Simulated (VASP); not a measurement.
Set up this calculation in VASP 6.6.1, as the native input.

| Quantity | Value |
| --- | --- |
| Task | single point |
| Functional | LDA |
| Potentials or basis | VASP PAW LDA potentials, release 64 (O) |
| Cutoff | 600 eV |
| k mesh | 8 × 8 × 8 |
| Occupations | fermi-dirac, width 0.05 eV |
| Spin | no spin polarisation |
| Dipole correction | no |
| Further INCAR settings | ALGO = Normal; EDIFF = 1e-06; NBANDS = 13 |

The structure of O lies in POSCAR:

```
O
1.0
    1.4041131824      0.8106656115      3.3622362452
   -1.4041131824      0.8106656115      3.3622362452
    0.0000000000     -1.6213302365      3.3622362452
O
2
Direct
    0.0577000000      0.0577000000      0.0577000000
    0.9423000000      0.9423000000      0.9423000000
```

The input as run:

INCAR

```
SYSTEM = O
PREC = Accurate ; ENCUT = 600
EDIFF = 1E-6 ; ISMEAR = -1
SIGMA = 0.05 ; LREAL = .FALSE.
LASPH = .TRUE. ; NELM = 120
ALGO = Normal ; ISIF = 2
LWAVE = .FALSE. ; LCHARG = .FALSE.
GGA = CA ; NBANDS = 13
GGA_COMPAT = .FALSE.
```

KPOINTS

```
regular mesh
0
G
  8 8 8
  0 0 0
```

Potentials or basis: VASP PAW LDA potentials, release 64 (O).

The run is started by

```bash
$ cat potpaw_LDA.64/O/POTCAR > POTCAR
$ mpirun -np 1 vasp_std > vasp.out
```

Results of the run:

```yaml
Pressure: 6.6 GPa
Largest_force: 5.183 eV/Å
Band_gap_on_the_k_mesh: zero (bands 6 and 7 overlap by 1.39 eV)
```

Caveat: the standard files for N, O and F lose accuracy on very short bonds; spin is off for a triplet molecule; the cell stands under pressure; forces of over 1 eV/Å act on the atoms, so gaps and moduli don't describe the material at rest.

It took 20 s on 1 thread of Intel(R) Xeon(R) Platinum 8375C CPU @ 2.90GHz (Ice Lake), on a shared host, peak memory 0.15 GiB.
